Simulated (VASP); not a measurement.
# Pb (Fd-3m) in VASP: notebook, part 2 of 2

VASP 6.6.1.

### 4 Single point, PBEsol (volume scaled by 1.12)

Contents of INCAR:

```
ALGO = Normal
EDIFF = 1E-7
ENCUT = 520
GGA = PS
ISIF = 2
ISMEAR = -1
LASPH = True
LCHARG = False
LREAL = False
LWAVE = False
NBANDS = 21
NELM = 80
PREC = Accurate
SIGMA = 0.1
```

Contents of KPOINTS:

```
k-points
0
Gamma
  9 9 9
```

Contents of POSCAR:

```
Pb
1.0
    0.0000000000      3.5893326306      3.5893326306
    3.5893326306      0.0000000000      3.5893326306
    3.5893326306      3.5893326306      0.0000000000
Pb
2
Direct
    0.1250000000      0.1250000000      0.1250000000
    0.8750000000      0.8750000000      0.8750000000
```

Run with:

```sh
> cat potpaw_PBE.64/Pb_d/POTCAR > POTCAR
> mpirun -np 1 vasp_std > vasp.out
```

Wall time 65 s (1 thread of Intel Xeon Platinum 8375C at 2.90GHz (Ice Lake), shared host); peak memory 0.25 GiB.

Results (log left out):

```yaml
Free_energy: -7.2666 eV
Pressure: -2.7 GPa
Band_gap_on_the_k_mesh: zero (band 14 reaches 3.44 eV, above the bottom of band 15 at 2.50 eV)
```

Levels at points of the mesh, in eV from the Fermi level:
| k point | band 10 | band 11 | band 12 | band 13 | band 14 | band 15 | band 16 | band 17 | band 18 | band 19 |
| --- | --- | --- | --- | --- | --- | --- | --- | --- | --- | --- |
| (0.00, 0.00, 0.00) | -16.53 | -10.45 | -4.59 | 0.36 | 0.36 | 0.36 | 2.32 | 2.32 | 2.32 | 3.94 |

Caveat: the cell differs from its parent crystal (volume scaled by 1.12); the PAW data sets were made with another functional, which shifts forces and pressure a little; spin-orbit coupling is left out, which moves the levels of the heavy elements.

### 5 Relaxation of cell and atoms, PBEsol

This run uses another cell than the first one, of 40.95 Å³/atom, 0.954 times its volume.

Contents of INCAR:

```
  ALGO = Normal
  EDIFF = 1E-6
  EDIFFG = -0.01
  ENCUT = 600
  GGA = PS
  IBRION = 2
  ISIF = 3
  ISMEAR = -1
  LASPH = T
  LCHARG = F
  LREAL = F
  LWAVE = F
  NELM = 60
  NSW = 80
  PREC = Accurate
  SIGMA = 0.1
```

Contents of KPOINTS:

```
k-points
0
Gamma
  8 8 8
```

Contents of POSCAR:

```
Pb
1.0
    0.0000000000      3.4467278281      3.4467278281
    3.4467278281      0.0000000000      3.4467278281
    3.4467278281      3.4467278281      0.0000000000
Pb
2
Direct
    0.1250000000      0.1250000000      0.1250000000
    0.8750000000      0.8750000000      0.8750000000
```

Potentials or basis: VASP PAW PBE potentials, release 64 (Pb_d).

Run with:

```sh
> cat potpaw_PBE.64/Pb_d/POTCAR > POTCAR
> mpirun -np 1 vasp_std > vasp.out
```

OUTCAR:

```text
EDIFF = 1E-6
   EDIFFG = -0.01
   ENCUT = 600
   GGA = PS
   IBRION = 2
   ISIF = 3
   ISMEAR = -1
   LASPH = T
   LREAL = F
   NELM = 60
   NSW = 80
   PREC = Accurate

 ion  position               nearest neighbor table
   1  0.125  0.125  0.125-   2 2.98   2 2.98   2 2.98   2 2.98
   2  0.875  0.875  0.875-   1 2.98   1 2.98   1 2.98   1 2.98

  LATTYP: Found a face centered cubic cell.
 ALAT       =     6.8934556562

  Lattice vectors:

 A1 = (   0.0000000000,   3.4467278281,   3.4467278281)
 A2 = (   3.4467278281,   0.0000000000,   3.4467278281)
 A3 = (   3.4467278281,   3.4467278281,   0.0000000000)

Analysis of symmetry for initial positions (statically):
=====================================================================
 Subroutine PRICEL returns:
 Original cell was already a primitive cell.

 Routine SETGRP: Setting up the symmetry group for a
 face centered cubic supercell.

 Subroutine GETGRP returns: Found 48 space group operations
 (whereof 12 operations were pure point group operations)
 out of a pool of 48 trial point group operations.

The static configuration has the point symmetry D_3d.
 The point group associated with its full space group is O_h .
[... 165 lines left out ...]

  FORCE on cell =-STRESS in cart. coord.  units (eV):
  Direction    XX          YY          ZZ          XY          YZ          ZX
  --------------------------------------------------------------------------------------
  -------------------------------------------------------------------------------------
  Total        0.1112484      0.1112484      0.1112484     -0.0000000      0.0000000     -0.0000000
  in kB        2.1764727      2.1764727      2.1764727     -0.0000000      0.0000000     -0.0000000
  external PRESSURE =       2.1764727 kB  Pullay stress =       0.0000000 kB
[... 59 lines left out ...]
--------------------------------------- Ionic step        3  -------------------------------------------

 number of electron      28.0000003 magnetization

 Free energy of the ion-electron system (eV)
  ---------------------------------------------------
  ext. energy  EPLUGINS =         0.00000000
  ---------------------------------------------------
  free energy    TOTEN  =        -7.35901614 eV

  energy without entropy =       -7.34276718  energy(sigma->0) =       -7.35089166

 E-fermi :   4.0564     XC(G=0):  -8.5612

 val. band max:        3.8005204103   @ k =   0.1250   0.1250   0.0000
 cond. band min:       4.1171747707   @ k =  -0.1250   0.1250   0.0000
 fundamental gap:      0.3166543604
 Fermi energy:         4.0563964642

 k-point     1 :       0.0000    0.0000    0.0000
  band No.  band energies     occupation
      1     -13.0564      2.00000
      2     -13.0564      2.00000
      3     -13.0564      2.00000
      4     -12.9805      2.00000
      5     -12.9805      2.00000
      6     -12.5620      2.00000
[... 481 lines left out ...]
      5     -12.8359      2.00000
      6     -12.7364      2.00000
[... 10 lines left out ...]
     17       8.6686      0.00000
     18       9.0807      0.00000

 [... further k-points ...]
[... 5 lines left out ...]
  --------------------------------------------------------------------------------------
  -------------------------------------------------------------------------------------
  Total        0.0030667      0.0030667      0.0030667      0.0000000     -0.0000000     -0.0000000
  in kB        0.0596132      0.0596132      0.0596132      0.0000000     -0.0000000     -0.0000000
  external PRESSURE =       0.0596132 kB  Pullay stress =       0.0000000 kB
[... 17 lines left out ...]
  FREE ENERGIE OF THE ION-ELECTRON SYSTEM (eV)
  ---------------------------------------------------
  free  energy   TOTEN  =        -7.3590161445 eV

  energy  without entropy=       -7.3427671762  energy(sigma->0) =       -7.35089166

 reached required accuracy - stopping structural energy minimisation
```

Run time: 91 s. Hardware: 1 thread of Intel Xeon Platinum 8375C at 2.90GHz (Ice Lake), shared host; peak memory 0.27 GiB.

Results:

| Property | Result |
| --- | --- |
| Free energy | -7.3590 eV |
| Relaxed volume | 41.21 Å³/atom |
| Relaxed cell | a = 4.885 Å, b = 4.885 Å, c = 4.885 Å, α = 60.00°, β = 60.00°, γ = 60.00° |
| Space group after relaxing (to 0.05 Å) | Fd-3m (No. 227) |
| Energy gained by relaxing | 0.2 meV/atom |
| Ionic steps | 3 |
| Pressure after relaxing | 0.0 GPa |
| Band gap on the k mesh | zero (band 14 reaches 4.44 eV, above the bottom of band 15 at 3.32 eV) |

The path:
```tsv
step	energy change (eV)	largest force (eV/Å)	pressure (GPa)	volume (Å³)
1	0.0000	0.0000	0.22	81.89
2	-0.0003	0.0000	-0.05	82.55
3	-0.0003	0.0000	0.01	82.42
```

Final structure:
```cif
data_structure
_symmetry_space_group_name_H-M 'P 1'
_symmetry_Int_Tables_number 1
_cell_length_a 4.8848
_cell_length_b 4.8848
_cell_length_c 4.8848
_cell_angle_alpha 60.000
_cell_angle_beta 60.000
_cell_angle_gamma 60.000
_cell_volume 82.42
loop_
_atom_site_label
_atom_site_type_symbol
_atom_site_fract_x
_atom_site_fract_y
_atom_site_fract_z
_atom_site_occupancy
Pb1 Pb 0.12500 0.12500 0.12500 1
Pb2 Pb 0.87500 0.87500 0.87500 1
```

Caveat: the PAW data sets were made with another functional, which shifts forces and pressure a little; spin-orbit coupling is left out, which moves the levels of the heavy elements.

### 6 Single point, PBEsol

This run uses another cell than the first one, of 41.29 Å³/atom, 0.962 times its volume.

Contents of INCAR:

```
SYSTEM = Pb
ALGO = Normal
EDIFF = 1E-6
ENCUT = 520
GGA = PS
ISIF = 2
ISMEAR = -1
LASPH = .True.
LCHARG = .False.
LREAL = .False.
LWAVE = .False.
NBANDS = 21
NELM = 60
PREC = Accurate
SIGMA = 0.1
```

Contents of KPOINTS:

```
k-points
0
Gamma
  13 13 13
  0 0 0
```

Contents of POSCAR:

```
Pb
1.0
    0.0000000000      3.4562703011      3.4562703011
    3.4562703011      0.0000000000      3.4562703011
    3.4562703011      3.4562703011      0.0000000000
Pb
2
Direct
    0.1250000000      0.1250000000      0.1250000000
    0.8750000000      0.8750000000      0.8750000000
```

Potentials or basis: VASP PAW PBE potentials, release 64 (Pb_d).

Run with:

```sh
> cat potpaw_PBE.64/Pb_d/POTCAR > POTCAR
> mpirun -np 1 vasp_std > vasp.out
```

Run time: 99 s. Hardware: 1 thread of Intel Xeon Platinum 8375C at 2.90GHz (Ice Lake), shared host; peak memory 0.27 GiB.

Results (log left out):

```yaml
Free_energy: -7.3568 eV
Pressure: -0.1 GPa
Band_gap_on_the_k_mesh: zero (band 14 reaches 4.42 eV, above the bottom of band 15 at 3.31 eV)
```

Levels at points of the mesh, in eV from the Fermi level:
```
           k point  band 12  band 13  band 14  band 15  band 16  band 17
(0.00, 0.00, 0.00)    -3.98     0.44     0.44     0.44     2.44     2.44
```

Caveat: the PAW data sets were made with another functional, which shifts forces and pressure a little; spin-orbit coupling is left out, which moves the levels of the heavy elements.

### 7 Overview

```csv
task,cell,k mesh,cutoff (eV),gap on the mesh (eV),pressure (GPa)
single point,"a = 4.952 Å, angles 60.0°, 2 atoms",9 × 9 × 9,520,none,-1.2
single point,"a = 5.015 Å, angles 60.0°, 2 atoms",9 × 9 × 9,520,none,-2.0
single point,"a = 5.076 Å, angles 60.0°, 2 atoms",9 × 9 × 9,520,none,-2.7
relaxation of cell and atoms,"relaxed from a = 4.874 Å, angles 60.0°, 2 atoms",8 × 8 × 8,600,none,0.0
single point,"a = 4.888 Å, angles 60.0°, 2 atoms",13 × 13 × 13,520,none,-0.1
```

Alike in all rows: level PBEsol; potentials or basis VASP PAW PBE potentials, release 64 (Pb_d); no spin polarisation; smearing fermi-dirac 0.1 eV.

Caveats: the PAW data sets were made with another functional, which shifts forces and pressure a little; spin-orbit coupling is left out, which moves the levels of the heavy elements.

Total energies depend on the potentials used, so only differences within one code and one set of settings carry meaning.
